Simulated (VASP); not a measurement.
Set up this calculation in VASP 6.6.1, as the native input.

```
Task                   : single point
Functional             : PBE
Potentials or basis    : VASP PAW PBE potentials, release 64 (Zn)
Cutoff                 : 520 eV
k mesh                 : 13 × 13 × 6
Occupations            : fermi-dirac, width 0.05 eV
Spin                   : collinear spin
Starting moments       : [0.2, 0.2] μB
Dipole correction      : no
Further INCAR settings : ALGO = Normal; EDIFF = 1e-06; NBANDS = 23
```

The structure of Zn lies in POSCAR:

```
Zn
1.0
    2.6700000000      0.0000000000      0.0000000000
   -1.3350000000      2.3122878281      0.0000000000
    0.0000000000      0.0000000000      4.9660000000
Zn
2
Direct
    0.1933333333      0.5966666667      0.1450000000
    0.8066666667      0.4033333333      0.8550000000
```

The input as run:

INCAR

```
SYSTEM = Zn
PREC = Accurate
ENCUT = 520
EDIFF = 1E-6
ISMEAR = -1
SIGMA = 0.05
LREAL = .False.
LASPH = .True.
NELM = 150
ALGO = Normal
ISIF = 2
LWAVE = .False.
LCHARG = .False.
ISPIN = 2
MAGMOM = 0.2 0.2
LORBIT = 11
GGA = PE
NBANDS = 23
```

KPOINTS

```
regular mesh
0
Gamma
  13 13 6
  0 0 0
```

Potentials or basis: VASP PAW PBE potentials, release 64 (Zn).

Run with:

```bash
$ cat potpaw_PBE.64/Zn/POTCAR > POTCAR
$ mpirun -np 1 vasp_std > vasp.out
```

Results of the run:

```
Pressure                                              : 73.5 GPa
Largest force                                         : 21.187 eV/Å
Band gap on the k mesh                                : zero (filled and empty bands overlap)
Net moment                                            : 0.00 μB per cell
Valence electrons inside the program's atomic spheres : Zn 11.32
```

Caveat: atoms lie so close that the PAW spheres overlap strongly, which falsifies energies and pressures; the stress differs along the axes, from 30 to 137 GPa; forces of over 1 eV/Å act on the atoms, so gaps and moduli don't describe the material at rest.

It took 6.1 min on 1 thread of Oxide Virtual Turin-like Processor (shared host), peak memory 0.32 GiB.
